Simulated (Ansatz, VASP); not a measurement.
O in VASP and in Ansatz

Contents of INCAR:

```
SYSTEM = O
PREC = Accurate
ENCUT = 520
EDIFF = 1E-6
ISMEAR = 1
SIGMA = 0.15
LREAL = .FALSE.
LASPH = .TRUE.
NELM = 80
ALGO = Normal
ISIF = 2
LWAVE = .FALSE.
LCHARG = .FALSE.
GGA = PE
NBANDS = 13
```

File KPOINTS:

```
Automatic mesh
0
G
  11 11 11
  0 0 0
```

POSCAR

```
O
1.0
    1.4233490221      0.8217709410      3.4083000000
   -1.4233490221      0.8217709410      3.4083000000
    0.0000000000     -1.6435418821      3.4083000000
O
2
Direct
    0.0577000000      0.0577000000      0.0577000000
    0.9423000000      0.9423000000      0.9423000000
```

Input for Ansatz:

```yaml
crystal:
  lattice:
    - [1.4233490221, 0.821770941, 3.4083]
    - [-1.4233490221, 0.821770941, 3.4083]
    - [0.0, -1.6435418821, 3.4083]
  atoms:
    - { symbol: O, position: [0.0577, 0.0577, 0.0577] }
    - { symbol: O, position: [0.9423, 0.9423, 0.9423] }
kpoints:
  mp_grid: { grid: [11, 11, 11] }
scf:
  occupations: { method: cold, width: 0.15 }
hamiltonian:
  xc: pbe
  pseudopotentials: { kind: all_electron, lapw: { basis_error: 0.001 } }
output:
  forces: true
  stress: true
  eigenvalues: true
```

Alike in both runs: task single point; functional PBE; k mesh 11 × 11 × 11; no spin polarisation.

```csv
,VASP,Ansatz
version,VASP 6.6.1,Ansatz 0.2.0
potentials or method,"VASP PAW PBE potentials, release 64 (O), cutoff 520 eV","all-electron LAPW, scalar-relativistic"
occupations,"methfessel-paxton of order 1, width 0.15 eV","cold, width 0.15 eV"
```

```tsv
	VASP	Ansatz	Ansatz less VASP
pressure (GPa)	9.4	5.4	-3.97
traceless stress, the component that is largest in VASP (GPa)	31.41	22.67	-8.738
rms of the force components (eV/Å)	2.475	1.513	-0.9621
```

Atom by atom the forces differ by 0.962 eV/Å (rms over components). Ansatz ran all-electron here, and VASP with PAW potentials.

Noted on VASP's run: the standard files for N, O and F lose accuracy on very short bonds; spin is off for a triplet molecule.
